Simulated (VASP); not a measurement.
SrO: single point with HSE06

The system is SrO.

```
Sr O
1.0
     0.02842    2.58252    2.58252
     2.58252    0.02842    2.58252
     2.58252    2.58252    0.02842
Sr O
1 1
Direct
  0.00000 0.00000 0.00000
  0.50000 0.50000 0.50000
```

This cell differs from its parent crystal: epitaxial 111 strain -1.0%.

| Property | Result |
| --- | --- |
| Program | VASP 6.6.1 |
| Task | single point |
| Functional | HSE06 |
| Potentials or basis | VASP PAW PBE potentials, release 64 (Sr_sv, O) |
| Cutoff | 520 eV |
| k mesh | 6 × 6 × 6 |
| Occupations | gaussian, width 0.01 eV |
| Spin | no spin polarisation |

```json
{
  "Pressure": "1.5 GPa",
  "Band gap on the k mesh": "4.73 eV (least direct gap 4.82 eV)"
}
```

Stress tensor (GPa, compression positive):
```
 1.49 -0.65 -0.65
-0.65  1.49 -0.65
-0.65 -0.65  1.49
```

Levels at points of the mesh, in eV from the valence-band top:
| k point | band 5 | band 6 | band 7 | band 8 | band 9 | band 10 | band 11 | band 12 |
| --- | --- | --- | --- | --- | --- | --- | --- | --- |
| (0.00, 0.00, 0.00) | -14.67 | -0.04 | 0.00 | 0.00 | 5.48 | 7.73 | 7.94 | 7.94 |
| (0.50, 0.00, 0.00) | -13.69 | -2.29 | -1.27 | -1.20 | 8.26 | 10.01 | 10.64 | 10.86 |
| (0.50, 0.50, 0.00) | -15.06 | -0.49 | -0.12 | -0.10 | 4.73 | 9.57 | 12.05 | 12.18 |
| (0.50, 0.50, 0.50) | -13.63 | -2.28 | -1.17 | -1.17 | 8.20 | 9.98 | 10.64 | 10.64 |

Wall time 100 min on 1 thread of Oxide Virtual Turin-like Processor, on a shared host, peak memory 0.26 GiB.

Caveat: the cell differs from its parent crystal (epitaxial 111 strain -1.0%); the PAW data sets were made with another functional, which shifts forces and pressure a little. A k mesh can miss the band edges.
